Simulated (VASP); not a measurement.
Set up this calculation in VASP 6.6.1, as the native input.

| Item | Value |
| --- | --- |
| Task | relaxation of cell and atoms |
| Functional | PBE |
| Potentials or basis | VASP PAW PBE potentials, release 64 (Zr_sv, Pb_d, O) |
| Cutoff | 600 eV |
| k mesh | 10 × 10 × 10 |
| Occupations | gaussian, width 0.1 eV |
| Spin | no spin polarisation |
| Dipole correction | no |
| Further INCAR settings | ALGO = Normal; EDIFF = 1e-06; IBRION = 2; EDIFFG = -0.01; NSW = 100; ISIF = 3 |

The structure of ZrPbO4 lies in POSCAR:

```
ZrPbO4
1.0
    0.0000000000      3.3058837880      3.3058837880
    3.3058837880      0.0000000000      3.3058837880
    3.3058837880      3.3058837880      0.0000000000
Zr Pb O
1 1 4
Direct
    0.2500000000      0.2500000000      0.2500000000
    0.5000000000      0.5000000000      0.5000000000
    0.8765101578      0.8765101578      0.3704695266
    0.3704695266      0.8765101578      0.8765101578
    0.8765101578      0.8765101578      0.8765101578
    0.8765101578      0.3704695266      0.8765101578
```

The cell was built from a structure type or drawn by symmetry, and may not be a known phase.

These files were run (other wordings do the same):

INCAR

```
SYSTEM = ZrPbO4
PREC     = Accurate       ! precision mode
ENCUT    = 600            ! plane-wave cutoff, eV
EDIFF    = 1E-6           ! SCF threshold, eV
ISMEAR   = 0              ! smearing method
SIGMA    = 0.1            ! smearing width, eV
LREAL    = .False.        ! projectors in reciprocal space
LASPH    = .True.         ! aspherical terms in the spheres
NELM     = 80             ! most SCF steps
ALGO     = Normal         ! electronic algorithm
ISIF     = 3              ! what is computed and relaxed
LWAVE    = .False.        ! write WAVECAR
LCHARG   = .False.        ! write CHGCAR
GGA      = PE             ! functional
IBRION   = 2              ! ionic algorithm
NSW      = 100            ! ionic steps
EDIFFG   = -0.01          ! ionic threshold
```

KPOINTS

```
Automatic mesh
0
Gamma
  10 10 10
  0 0 0
```

Potentials or basis: VASP PAW PBE potentials, release 64 (Zr_sv, Pb_d, O).

The run is started by

```bash
$ cat potpaw_PBE.64/Zr_sv/POTCAR potpaw_PBE.64/Pb_d/POTCAR potpaw_PBE.64/O/POTCAR > POTCAR
$ mpirun -np 1 vasp_std > vasp.out
```

Results of the run:

```json
{
 "Relaxed volume": "12.07 Å³/atom",
 "Relaxed cell": "a = 4.679 Å, b = 4.679 Å, c = 4.679 Å, α = 60.00°, β = 60.00°, γ = 60.00°",
 "Space group after relaxing (to 0.1 Å)": "F-43m (No. 216)",
 "Energy gained by relaxing": "0.0 meV/atom",
 "Ionic steps": "2",
 "Pressure after relaxing": "-0.1 GPa",
 "Band gap on the k mesh": "zero (bands 25 and 26 overlap by 0.49 eV)"
}
```

Caveat: spin-orbit coupling is left out, which moves the levels of the heavy elements.

It took 6 min on 1 thread of Intel Xeon 8259CL (shared host), peak memory 0.33 GiB.
